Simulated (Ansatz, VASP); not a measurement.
# GaN: VASP beside Ansatz

```
Ga N
1.0
     0.00000    2.20667    2.24895
     2.20667    0.00000    2.24895
     2.20667    2.20667    0.00000
Ga N
1 1
Direct
  0.00000 0.00000 0.00000
  0.75000 0.75000 0.75000
```

Change from the starting cell: biaxial_xy strain -1.9%.

Alike in both runs: task single point; functional r2SCAN; k mesh 10 × 10 × 10; no spin polarisation.

|  | VASP | Ansatz |
| --- | --- | --- |
| version | VASP 6.6.1 | Ansatz 0.2.0 |
| potentials or method | VASP PAW PBE potentials, release 64 (Ga_d, N) | plane waves, PAW |
| plane-wave cutoff (eV) | 520 | 500 |
| occupations | gaussian, width 0.01 eV | fixed |
| valence electrons in the cell | 18 | 18 |

```csv
,VASP,Ansatz,Ansatz less VASP
gap on the k mesh at the Fermi level (eV),2.38,2.39,+0.011
pressure (GPa),9.3,8.1,-1.22
"traceless stress, the component that is largest in VASP (GPa)",-1.70,-1.70,+0.001
```

VASP's potentials were made for PBE, not for r2SCAN.
